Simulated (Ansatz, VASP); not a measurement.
## Ta in VASP and in Ansatz

```
Ta
1.0
    -1.65650    1.65650    1.65650
     1.65650   -1.65650    1.65650
     1.65650    1.65650   -1.65650
Ta
1
Cartesian
  0.0000 0.0000 0.0000
```

Alike in both runs: task single point; functional PBEsol; k mesh 18 × 18 × 18; occupations gaussian, width 0.1 eV; no spin polarisation.

```csv
,VASP,Ansatz
version,VASP 6.6.1,Ansatz 0.2.0
potentials or method,"VASP PAW PBE potentials, release 64 (Ta_pv), cutoff 520 eV","scalar-relativistic, plane waves, PAW"
valence electrons in the cell,11,13
```

```csv
,VASP,Ansatz,Ansatz less VASP
gap on the k mesh at the Fermi level (eV),none,none,-
pressure (GPa),-5.7,-5.8,-0.12
```

VASP's potentials were made for PBE, not for PBEsol. A gap of «none» marks a metal or a gap that the smearing closes. VASP's potentials hold 11 valence electrons a cell and Ansatz's 13, so a difference there can come from the potentials and not from the codes.

Neither program's run includes spin-orbit coupling.
